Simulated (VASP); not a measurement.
Wanted: the native input for a VASP 6.6.1 run.

```
Task                   : single point
Functional             : PBE
Potentials or basis    : VASP PAW PBE potentials, release 64 (Ta_pv)
Cutoff                 : 520 eV
k mesh                 : 16 × 16 × 16
Occupations            : fermi-dirac, width 0.08 eV
Spin                   : no spin polarisation
Dipole correction      : no
Further INCAR settings : ALGO = Normal; EDIFF = 1e-06; NBANDS = 12
```

The structure of Ta lies in POSCAR:

```
Ta
1.0
    0.0000000000      2.1121900033      2.1121900033
    2.1121900033      0.0000000000      2.1121900033
    2.1121900033      2.1121900033      0.0000000000
Ta
1
Direct
    0.0000000000      0.0000000000      0.0000000000
```

One way to write it, as run:

INCAR

```
SYSTEM = Ta
PREC     = Accurate       ! precision mode
ENCUT    = 520            ! plane-wave cutoff, eV
EDIFF    = 1E-6           ! SCF threshold, eV
ISMEAR   = -1             ! smearing method
SIGMA    = 0.08           ! smearing width, eV
LREAL    = .False.        ! projectors in reciprocal space
LASPH    = .True.         ! aspherical terms in the spheres
NELM     = 80             ! most SCF steps
ALGO     = Normal         ! electronic algorithm
ISIF     = 2              ! what is computed and relaxed
LWAVE    = .False.        ! write WAVECAR
LCHARG   = .False.        ! write CHGCAR
GGA      = PE             ! functional
NBANDS   = 12             ! bands
```

KPOINTS

```
Automatic mesh
0
Gamma
  16 16 16
  0 0 0
```

Potentials or basis: VASP PAW PBE potentials, release 64 (Ta_pv).

Command:

```console
$ cat potpaw_PBE.64/Ta_pv/POTCAR > POTCAR
$ mpirun -np 1 vasp_std > vasp.out
```

Results of the run:

| Property | Result |
| --- | --- |
| Pressure | 0.0 GPa |

Run time: 13 s on 1 thread of Intel(R) Xeon(R) Platinum 8375C CPU @ 2.90GHz (Ice Lake), with other jobs on the host, peak memory 0.16 GiB.
